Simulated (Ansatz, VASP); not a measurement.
**WSe2: VASP beside Ansatz**

Contents of INCAR:

```
PREC     = Accurate       # precision mode
ENCUT    = 520            # plane-wave cutoff, eV
EDIFF    = 1E-6           # SCF threshold, eV
ISMEAR   = 0              # smearing method
SIGMA    = 0.05           # smearing width, eV
LREAL    = False          # projectors in reciprocal space
LASPH    = True           # aspherical terms in the spheres
NELM     = 80             # most SCF steps
ALGO     = Normal         # electronic algorithm
ISIF     = 2              # what is computed and relaxed
LWAVE    = False          # write WAVECAR
LCHARG   = False          # write CHGCAR
GGA      = CA             # functional
NBANDS   = 35             # bands
```

File KPOINTS:

```
Automatic mesh
0
Gamma
  9 9 2
```

File POSCAR:

```
WSe2
1.0
    3.2486079436      0.0000000000      0.0000000000
   -1.6243039718      2.8133770061      0.0000000000
    0.0000000000      0.0000000000     23.6283233151
W Se
2 4
Direct
    0.4688109733      0.3333333333      0.1354666708
    0.5155267148      0.6666666667      0.8645333292
    0.1671082888      0.6666666667      0.2058884835
    0.8458354629      0.3333333333      0.9351101390
    0.1721378258      0.6666666667      0.0648898610
    0.8513793945      0.3333333333      0.7941115165
```

Input for Ansatz:

```yaml
crystal:
  lattice:
    - [3.2486079436, 0.0, 0.0]
    - [-1.6243039718, 2.8133770061, 0.0]
    - [0.0, 0.0, 23.6283233151]
  atoms:
    - { symbol: W, position: [0.4688109733, 0.3333333333, 0.1354666708] }
    - { symbol: W, position: [0.5155267148, 0.6666666667, 0.8645333292] }
    - { symbol: Se, position: [0.1671082888, 0.6666666667, 0.2058884835] }
    - { symbol: Se, position: [0.8458354629, 0.3333333333, 0.935110139] }
    - { symbol: Se, position: [0.1721378258, 0.6666666667, 0.064889861] }
    - { symbol: Se, position: [0.8513793945, 0.3333333333, 0.7941115165] }
basis:
  ecutwfc: 420
kpoints:
  mp_grid: { grid: [9, 9, 2] }
hamiltonian:
  xc: lda
  pseudopotentials: { kind: paw, azcp: { folder: soft_1 } }
scf:
  occupations: { method: gaussian, width: 0.05 }
output:
  forces: true
  stress: true
  eigenvalues: true
  write_density: true
  write_potential: true
  elf: true
  volumetric_format: npy
```

Change from the starting cell: mode 4 frozen in at -0.600 Å and mode 11 at -0.060 Å (largest displacements).

Alike in both runs: task single point; functional LDA; k mesh 9 × 9 × 2; occupations gaussian, width 0.05 eV; no spin polarisation.

|  | VASP | Ansatz |
| --- | --- | --- |
| version | VASP 6.6.1 | Ansatz 0.2.0 |
| potentials or method | VASP PAW LDA potentials, release 64 (W_sv, Se), cutoff 520 eV | scalar-relativistic, plane waves, PAW |
| valence electrons in the cell | 52 | 92 |

|  | VASP | Ansatz | Ansatz less VASP |
| --- | --- | --- | --- |
| gap on the k mesh at the Fermi level (eV) | 1.25 | 1.26 | +0.009 |
| least direct gap on the mesh (eV) | 1.71 | 1.70 | -0.002 |
| rms of the force components (eV/Å) | 0.633 | 0.627 | -0.0059 |

Ansatz warns that its potentials were made for another functional, while VASP's fit it. LDA's correlation is that of Perdew and Zunger in VASP and of Perdew and Wang (1992) in Ansatz. Atom by atom the forces differ by 0.049 eV/Å (rms over components). VASP's potentials hold 52 valence electrons a cell and Ansatz's 92, so a difference there can come from the potentials and not from the codes. Ansatz's warnings: xc potential rough in thin density.

Neither program's run includes spin-orbit coupling.
